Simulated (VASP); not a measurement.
Input of a VASP 6.6.1 run:

INCAR

```
ALGO = Normal
EDIFF = 1E-8
ENCUT = 520
GGA = PE
ISIF = 2
ISMEAR = -1
LASPH = True
LCHARG = False
LEFG = True
LREAL = False
LWAVE = False
NBANDS = 18
NELM = 100
PREC = Accurate
SIGMA = 0.05
```

The input KPOINTS:

```
k-points
0
Gamma
  14 14 14
```

The input POSCAR:

```
ZnCu
1.0
    2.9450000000      0.0000000000      0.0000000000
    0.0000000000      2.9450000000      0.0000000000
    0.0000000000      0.0000000000      2.9450000000
Zn Cu
1 1
Direct
    0.5000000000      0.5000000000      0.5000000000
    0.0000000000      0.0000000000      0.0000000000
```

Potentials or basis: VASP PAW PBE potentials, release 64 (Zn, Cu).

Launch:

```bash
$ cat potpaw_PBE.64/Zn/POTCAR potpaw_PBE.64/Cu/POTCAR > POTCAR
$ mpirun -np 1 vasp_std > vasp.out
```

Q: What does it give for the pressure?

A: 2.8 GPa.

Caveat: without QUAD_EFG the Cq values of the log hold for a quadrupole moment of 1 mb, not for the nuclei.
